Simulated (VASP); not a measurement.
A run of VASP 6.6.1 is set up as follows.

INCAR

```
SYSTEM = NbTe2Mo3
  PREC = Accurate
  ENCUT = 500
  EDIFF = 1E-6
  ISMEAR = 0
  SIGMA = 0.2
  LREAL = .False.
  LASPH = .True.
  NELM = 120
  ALGO = Normal
  ISIF = 2
  LWAVE = .False.
  LCHARG = .False.
  GGA = PE
  NBANDS = 42
  GGA_COMPAT = .False.
```

Contents of KPOINTS:

```
regular mesh
0
Gamma
  5 5 2
  0 0 0
```

The input POSCAR:

```
NbTe2Mo3
1.0
    3.2773404108      0.0000000000      0.0000000000
    0.0000000000      3.2773404108      0.0000000000
    0.0000000000      0.0000000000     10.1616902788
Nb Te Mo
1 2 3
Direct
    0.0000000000      0.0000000000      0.0000000000
    0.5000000000      0.5000000000      0.8270002202
    0.5000000000      0.5000000000      0.1729997798
    0.0000000000      0.0000000000      0.3472300429
    0.5000000000      0.5000000000      0.5000000000
    0.0000000000      0.0000000000      0.6527699571
```

Potentials or basis: VASP PAW PBE potentials, release 64 (Nb_sv, Te, Mo_sv).

Launch:

```sh
$ cat potpaw_PBE.64/Nb_sv/POTCAR potpaw_PBE.64/Te/POTCAR potpaw_PBE.64/Mo_sv/POTCAR > POTCAR
$ mpirun -np 1 vasp_std > vasp.out
```

Task: Estimate the pressure.

Result: -0.1 GPa.

Task: Estimate the largest force.

Result: 0.067 eV/Å.

Forces in eV/Å, atoms in the order of the input:
```
Nb   0.000  0.000  0.000
Te   0.000  0.000 -0.032
Te   0.000  0.000  0.032
Mo   0.000  0.000 -0.067
Mo   0.000  0.000  0.000
Mo   0.000  0.000  0.067
```

Caveat: the k points lie up to 0.38 Å⁻¹ apart, too coarse for converged energies and pressures of a metal.
